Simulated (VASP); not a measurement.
Input of a VASP 6.6.1 run:

Contents of INCAR:

```
PREC     = Accurate       # precision mode
ENCUT    = 600            # plane-wave cutoff, eV
EDIFF    = 1E-6           # SCF threshold, eV
ISMEAR   = -1             # smearing method
SIGMA    = 0.05           # smearing width, eV
LREAL    = False          # projectors in reciprocal space
LASPH    = True           # aspherical terms in the spheres
NELM     = 120            # most SCF steps
ALGO     = Normal         # electronic algorithm
ISIF     = 2              # what is computed and relaxed
LWAVE    = False          # write WAVECAR
LCHARG   = False          # write CHGCAR
GGA      = PS             # functional
NBANDS   = 11             # bands
GGA_COMPAT= False
```

KPOINTS

```
regular mesh
0
Gamma
  11 11 11
```

File POSCAR:

```
Be2C
1.0
    0.0000000000      2.1793381662      2.1793381662
    2.1793381662      0.0000000000      2.1793381662
    2.1793381662      2.1793381662      0.0000000000
C Be
1 2
Direct
    0.0000000000      0.0000000000      0.0000000000
    0.7500000000      0.7500000000      0.7500000000
    0.2500000000      0.2500000000      0.2500000000
```

Potentials or basis: VASP PAW PBE potentials, release 64 (C, Be).

Command:

```bash
$ cat potpaw_PBE.64/C/POTCAR potpaw_PBE.64/Be/POTCAR > POTCAR
$ mpirun -np 1 vasp_std > vasp.out
```

Task: Estimate the pressure.

Result: -5.9 GPa.

Task: Predict the band gap on the k mesh.

Result: 1.15 eV, indirect (least direct gap 4.05 eV).

Caveat: the PAW data sets were made with another functional, which shifts forces and pressure a little. A k mesh can miss the band edges.
